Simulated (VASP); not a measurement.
# HgTe (F-43m) in VASP: further runs

The runs below take HgTe through single point, with r2SCAN.

All numbers are computed with VASP 6.6.1; they aren't measurements. Logs are shortened: lines on timing, memory, paths and dates and some standing lists are left out, and cuts for length are marked.

## 1. The cell of the first run

The structure is cubic, space group F-43m (No. 216). Conventional cell: a = 6.580 Å, b = 6.580 Å, c = 6.580 Å, α = 90.00°, β = 90.00°, γ = 90.00°. Within 3.8 Å of Hg (site symmetry -43m) lie 4 Te at 2.85 Å. Within 3.8 Å of Te (site symmetry -43m) lie 4 Hg at 2.85 Å.

## 2. Single point, r2SCAN

Contents of POSCAR:

```
HgTe
1.0
    0.0000000000      3.2899842045      3.2899842045
    3.2899842045      0.0000000000      3.2899842045
    3.2899842045      3.2899842045      0.0000000000
Hg Te
1 1
Direct
    0.0000000000      0.0000000000      0.0000000000
    0.2500000000      0.2500000000      0.2500000000
```

Contents of INCAR.step1:

```
PREC = Accurate ; ENCUT = 520
ISMEAR = 0 ; SIGMA = 0.1
LREAL = F ; LASPH = T
NELM = 60 ; NBANDS = 16
GGA = PE ; ALGO = Normal
EDIFF = 1E-4 ; LWAVE = T
LCHARG = F
```

Contents of INCAR.step2:

```
PREC = Accurate ; ENCUT = 520
EDIFF = 1E-6 ; ISMEAR = 0
SIGMA = 0.1 ; LREAL = F
LASPH = T ; NELM = 60
ALGO = Normal ; ISIF = 2
LWAVE = F ; LCHARG = F
METAGGA = R2SCAN ; LMIXTAU = T
NBANDS = 16 ; ISTART = 1
```

Contents of KPOINTS:

```
Automatic mesh
0
Gamma
  6 6 6
```

Potentials or basis: VASP PAW PBE potentials, release 64 (Hg, Te).

Run with:

```console
cat potpaw_PBE.64/Hg/POTCAR potpaw_PBE.64/Te/POTCAR > POTCAR
cp INCAR.step1 INCAR
mpirun -np 1 vasp_std > vasp.out
cp INCAR.step2 INCAR
mpirun -np 1 vasp_std > vasp.out
```

OUTCAR:

```text
PREC = Accurate
   ENCUT = 520
   EDIFF = 1E-6
   ISMEAR = 0
   LREAL = F
   LASPH = T
   NELM = 60
   ISIF = 2
   METAGGA = R2SCAN
   ISTART = 1

 ion  position               nearest neighbor table
   1  0.000  0.000  0.000-   2 2.85   2 2.85   2 2.85   2 2.85
   2  0.250  0.250  0.250-   1 2.85   1 2.85   1 2.85   1 2.85

  LATTYP: Found a face centered cubic cell.
 ALAT       =     6.5799684090

  Lattice vectors:

 A1 = (   0.0000000000,   3.2899842045,   3.2899842045)
 A2 = (   3.2899842045,   0.0000000000,   3.2899842045)
 A3 = (   3.2899842045,   3.2899842045,   0.0000000000)

Analysis of symmetry for initial positions (statically):
=====================================================================
 Subroutine PRICEL returns:
 Original cell was already a primitive cell.

 Routine SETGRP: Setting up the symmetry group for a
 face centered cubic supercell.

 Subroutine GETGRP returns: Found 24 space group operations
 (whereof 24 operations were pure point group operations)
 out of a pool of 48 trial point group operations.

The static configuration has the point symmetry T_d .

Analysis of symmetry for dynamics (positions and initial velocities):
=====================================================================
 Subroutine PRICEL returns:
 Original cell was already a primitive cell.

 Routine SETGRP: Setting up the symmetry group for a
 face centered cubic supercell.

 Subroutine GETGRP returns: Found 24 space group operations
 (whereof 24 operations were pure point group operations)
 out of a pool of 48 trial point group operations.

The dynamic configuration has the point symmetry T_d .

 Subroutine INISYM returns: Found 24 space group operations
 (whereof 24 operations are pure point group operations),
 and found     1 'primitive' translations

----------------------------------------------------------------------------------------

                                     Primitive cell

  volume of cell :      71.2216

  direct lattice vectors                    reciprocal lattice vectors
     0.000000000  3.289984205  3.289984205    -0.151976414  0.151976414  0.151976414
     3.289984205  0.000000000  3.289984205     0.151976414 -0.151976414  0.151976414
     3.289984205  3.289984205  0.000000000     0.151976414  0.151976414 -0.151976414

  length of vectors
     4.652740282  4.652740282  4.652740282     0.263230870  0.263230870  0.263230870

  position of ions in fractional coordinates (direct lattice)
     0.000000000  0.000000000  0.000000000
     0.250000000  0.250000000  0.250000000

  ion indices of the primitive-cell ions
   primitive index   ion index
                 1           1
                 2           2

----------------------------------------------------------------------------------------

 KPOINTS: Automatic mesh

Automatic generation of k-mesh.
 Grid dimensions read from file:
 generate k-points for:    6    6    6

 Generating k-lattice:

  Cartesian coordinates                     Fractional coordinates (reciprocal lattice)
    -0.025329402  0.025329402  0.025329402     0.166666667  0.000000000  0.000000000
     0.025329402 -0.025329402  0.025329402     0.000000000  0.166666667  0.000000000
     0.025329402  0.025329402 -0.025329402     0.000000000  0.000000000  0.166666667

  Length of vectors
     0.043871812  0.043871812  0.043871812

  Shift w.r.t. Gamma in fractional coordinates (k-lattice)
     0.000000000  0.000000000  0.000000000

 Subroutine IBZKPT returns following result:
 ===========================================

 Found     16 irreducible k-points:

 Following reciprocal coordinates:
            Coordinates               Weight
  0.000000  0.000000  0.000000      1.000000
  0.166667  0.000000  0.000000      8.000000
  0.333333  0.000000  0.000000      8.000000
  0.500000  0.000000  0.000000      4.000000
  0.166667  0.166667  0.000000      6.000000
  0.333333  0.166667  0.000000     24.000000
[... 8 lines left out ...]
 -0.333333  0.333333  0.166667     24.000000
 -0.333333  0.500000  0.166667     12.000000
   k-points           NKPTS =     16   k-points in BZ     NKDIM =     16   number of bands    NBANDS=     16
   number of dos      NEDOS =    301   number of ions     NIONS =      2
   total plane-waves  NPLWV =  46656
   dimension x,y,z NGX =    36 NGY =   36 NGZ =   36
   dimension x,y,z NGXF=    72 NGYF=   72 NGZF=   72
   ions per type =               1   1
   NGX,Y,Z   is equivalent  to a cutoff of  12.86, 12.86, 12.86 a.u.
   NGXF,Y,Z  is equivalent  to a cutoff of  25.73, 25.73, 25.73 a.u.
 SYSTEM =  unknown system
   PREC   = accura    normal or accurate (medium, high low for compatibility)
   ISTART =      1    job   : 0-new  1-cont  2-samecut
   ICHARG =      0    charge: 1-file 2-atom 10-const
   ISPIN  =      1    spin polarized calculation?
   LNONCOLLINEAR =      F non collinear calculations
   LSORBIT =      F    spin-orbit coupling
   LASPH  =      T    aspherical Exc in radial PAW
   ENCUT  =  520.0 eV  38.22 Ry    6.18 a.u.   8.65  8.65  8.65*2*pi/ulx,y,z
   NELM   =     60;   NELMIN=  2; NELMDL=  0     # of ELM steps
   EDIFF  = 0.1E-05   stopping-criterion for ELM
   LREAL  =      F    real-space projection
   EDIFFG = 0.1E-04   stopping-criterion for IOM
   NSW    =      0    number of steps for IOM
   IBRION =     -1    ionic relax: 0-MD 1-quasi-New 2-CG
   NFREE  =      0    steps in history (QN), initial steepest desc. (CG)
   ISIF   =      2    stress and relaxation
   ISYM   =      2    0-nonsym 1-usesym 2-fastsym
   POTIM  = 0.5000    time-step for ionic-motion
   TEBEG  =    0.0;   TEEND  =   0.0 temperature during run
   PSTRESS=    0.0 pullay stress
   NELECT =      18.0000    total number of electrons
   NUPDOWN=      -1.0000    fix difference up-down
   EMIN   =  10.00;   EMAX   =-10.00  energy-range for DOS
   EFERMI =   0.00;   METHOD = LEGACY
   ISMEAR =     0;   SIGMA  =   0.10  broadening in eV -4-tet -1-fermi 0-gaus
   EFERMI_NEDOS =   21; number of points for ismear=-14 and -15
   IALGO  =     38    algorithm
   IMIX   =      4    mixing-type and parameters
     AMIX     =   0.40;   BMIX     =  1.00
     AMIX_MAG =   1.60;   BMIX_MAG =  1.00
  volume/ion in A,a.u.               =      35.61       240.31
  Fermi-wavevector in a.u.,A,eV,Ry     =   1.035051  1.955963 14.576344  1.071331
  Thomas-Fermi vector in A             =   2.169376
   LORBIT       =      0    0 simple, 1 ext, 2 COOP (PROOUT), +10 PAW based schemes
   METAGGA = R2SCAN    functional components
   LHFCALC =     F    Hartree Fock is set to
   AEXX    =    0.0000 exact exchange contribution
   IVDW    =     0    specifies the selected vdW correction
   LEPSILON=     F    determine dielectric tensor
   LRPA    =     F    only Hartree local field effects (RPA)
 non-spin polarized calculation
 Gauss-broadening in eV      SIGMA  =   0.10
  energy-cutoff  :      520.00
  volume of cell :       71.22
 maximum number of plane-waves:      1936
 NGX is ok and might be reduce to    36
   NGX = 17   NGY = 17   NGZ = 17

 number of electron      18.0000001 magnetization

 Free energy of the ion-electron system (eV)
  ---------------------------------------------------
  ext. energy  EPLUGINS =         0.00000000
  ---------------------------------------------------
  free energy    TOTEN  =       -75.15453715 eV

  energy without entropy =      -75.15382236  energy(sigma->0) =      -75.15417975

 E-fermi :   2.3458     XC(G=0):  -9.0603

 val. band max:        2.3153432497   @ k =   0.0000   0.0000   0.0000
 cond. band min:       3.2569094801   @ k =   0.5000   0.0000   0.0000
 fundamental gap:      0.9415662304
 Fermi energy:         2.3458155033

 k-point     1 :       0.0000    0.0000    0.0000
  band No.  band energies     occupation
      1      -9.7063      2.00000
      2      -5.0237      2.00000
      3      -5.0237      2.00000
      4      -5.0237      2.00000
      5      -4.5173      2.00000
      6      -4.5173      2.00000
[... 8 lines left out ...]
     15      12.2821      0.00000
     16      12.2821      0.00000

 k-point     2 :       0.1667    0.0000    0.0000
  band No.  band energies     occupation
      1      -9.5812      2.00000
      2      -4.9897      2.00000
      3      -4.9897      2.00000
      4      -4.9596      2.00000
      5      -4.5194      2.00000
      6      -4.5194      2.00000
[... 8 lines left out ...]
     15      11.3223      0.00000
     16      11.3223      0.00000

 k-point     3 :       0.3333    0.0000    0.0000
  band No.  band energies     occupation
      1      -9.3140      2.00000
      2      -4.9297      2.00000
      3      -4.9297      2.00000
      4      -4.6650      2.00000
      5      -4.5111      2.00000
      6      -4.5111      2.00000
[... 8 lines left out ...]
     15      11.6344      0.00000
     16      11.6344      0.00000

 k-point     4 :       0.5000    0.0000    0.0000
  band No.  band energies     occupation
      1      -9.1712      2.00000
      2      -4.9056      2.00000
      3      -4.9056      2.00000
      4      -4.4987      2.00000
      5      -4.4987      2.00000
      6      -4.2306      2.00000
[... 8 lines left out ...]
     15      12.8301      0.00000
     16      12.8301      0.00000
[... 172 lines left out ...]
 k-point    14 :       0.5000    0.3333    0.1667
  band No.  band energies     occupation
      1      -9.1297      2.00000
      2      -4.8564      2.00000
      3      -4.8328      2.00000
      4      -4.6471      2.00000
      5      -4.4944      2.00000
      6      -4.3666      2.00000
[... 8 lines left out ...]
     15      12.9799      0.00000
     16      13.8241      0.00000

 k-point    15 :      -0.3333    0.3333    0.1667
  band No.  band energies     occupation
      1      -9.0332      2.00000
      2      -4.8321      2.00000
      3      -4.8053      2.00000
      4      -4.5616      2.00000
      5      -4.5230      2.00000
      6      -4.0771      2.00000
[... 8 lines left out ...]
     15      13.1055      0.00000
     16      13.7429      0.00000

 k-point    16 :      -0.3333    0.5000    0.1667
  band No.  band energies     occupation
      1      -8.9852      2.00000
      2      -4.8042      2.00000
      3      -4.7560      2.00000
      4      -4.6267      2.00000
      5      -4.4995      2.00000
      6      -3.9843      2.00000
[... 8 lines left out ...]
     15      13.5869      0.00000
     16      13.8791      0.00000

------------------------ aborting loop because EDIFF is reached ----------------------------------------

  FORCE on cell =-STRESS in cart. coord.  units (eV):
  Direction    XX          YY          ZZ          XY          YZ          ZX
  --------------------------------------------------------------------------------------
  -------------------------------------------------------------------------------------
  Total       -0.0055651     -0.0055651     -0.0055651      0.0000000      0.0000000      0.0000000
  in kB       -0.1251900     -0.1251900     -0.1251900      0.0000000      0.0000000      0.0000000
  external PRESSURE =      -0.1251900 kB  Pullay stress =       0.0000000 kB

 VOLUME and BASIS-vectors are now :
 -----------------------------------------------------------------------------
  energy-cutoff  :      520.00
  volume of cell :       71.22
      direct lattice vectors                 reciprocal lattice vectors
     0.000000000  3.289984205  3.289984205    -0.151976414  0.151976414  0.151976414
     3.289984205  0.000000000  3.289984205     0.151976414 -0.151976414  0.151976414
     3.289984205  3.289984205  0.000000000     0.151976414  0.151976414 -0.151976414

 POSITION                                       TOTAL-FORCE (eV/Angst)
 -----------------------------------------------------------------------------------
      0.00000      0.00000      0.00000        -0.000000      0.000000     -0.000000
      1.64499      1.64499      1.64499         0.000000     -0.000000      0.000000
 -----------------------------------------------------------------------------------
    total drift:                                0.000000      0.000000      0.000000

  FREE ENERGIE OF THE ION-ELECTRON SYSTEM (eV)
  ---------------------------------------------------
  free  energy   TOTEN  =       -75.1545371503 eV

  energy  without entropy=      -75.1538223564  energy(sigma->0) =      -75.15417975
```

Wall time 39 s (1 thread of Intel Xeon 6975P-C (Granite Rapids), shared host); peak memory 0.22 GiB.

What came out:

* Free energy: -75.1545 eV
* Pressure: 0.0 GPa
* Band gap on the k mesh: zero (filled and empty bands touch)

Caveat: the PAW data sets were made with another functional, which shifts forces and pressure a little; spin-orbit coupling is left out, which moves the levels of the heavy elements.

## 3. Single point, r2SCAN

This run uses another cell than the first one, of 35.49 Å³/atom, 0.997 times its volume.

Contents of POSCAR:

```
HgTe
1.0
    0.0000000000      3.2864085752      3.2864085752
    3.2864085752      0.0000000000      3.2864085752
    3.2864085752      3.2864085752      0.0000000000
Hg Te
1 1
Direct
    0.0000000000      0.0000000000      0.0000000000
    0.2500000000      0.2500000000      0.2500000000
```

Contents of INCAR.step1:

```
  PREC = Accurate
  ENCUT = 520
  ISMEAR = 0
  SIGMA = 0.1
  LREAL = F
  LASPH = T
  NELM = 60
  NBANDS = 16
  GGA = PE
  ALGO = Normal
  EDIFF = 1E-4
  LWAVE = T
  LCHARG = F
```

Contents of INCAR.step2:

```
  PREC = Accurate
  ENCUT = 520
  EDIFF = 1E-7
  ISMEAR = 0
  SIGMA = 0.1
  LREAL = F
  LASPH = T
  NELM = 60
  ALGO = Normal
  ISIF = 2
  LWAVE = F
  LCHARG = F
  METAGGA = R2SCAN
  LMIXTAU = T
  NBANDS = 16
  ISTART = 1
```

Contents of KPOINTS:

```
Automatic mesh
0
Gamma
  12 12 12
```

Potentials or basis: VASP PAW PBE potentials, release 64 (Hg, Te).

Run with:

```console
cat potpaw_PBE.64/Hg/POTCAR potpaw_PBE.64/Te/POTCAR > POTCAR
cp INCAR.step1 INCAR
mpirun -np 1 vasp_std > vasp.out
cp INCAR.step2 INCAR
mpirun -np 1 vasp_std > vasp.out
```

Run time: 2.5 min. Hardware: 1 thread of Intel Xeon 6975P-C (Granite Rapids), shared host; peak memory 0.27 GiB.

It converged, with:

- Free energy: -75.1646 eV
- Pressure: 0.1 GPa
- Band gap on the k mesh: zero (filled and empty bands touch)

Levels at points of the mesh, in eV from the Fermi level:
| k point | band 7 | band 8 | band 9 | band 10 | band 11 | band 12 |
| --- | --- | --- | --- | --- | --- | --- |
| (0.00, 0.00, 0.00) | -0.61 | -0.07 | -0.07 | -0.07 | 4.59 | 4.59 |
| (0.50, 0.00, 0.00) | -5.38 | -0.99 | -0.99 | 0.88 | 5.36 | 5.36 |
| (0.50, 0.50, 0.00) | -5.37 | -2.21 | -2.21 | 2.03 | 2.80 | 8.44 |

Caveat: the PAW data sets were made with another functional, which shifts forces and pressure a little; spin-orbit coupling is left out, which moves the levels of the heavy elements.
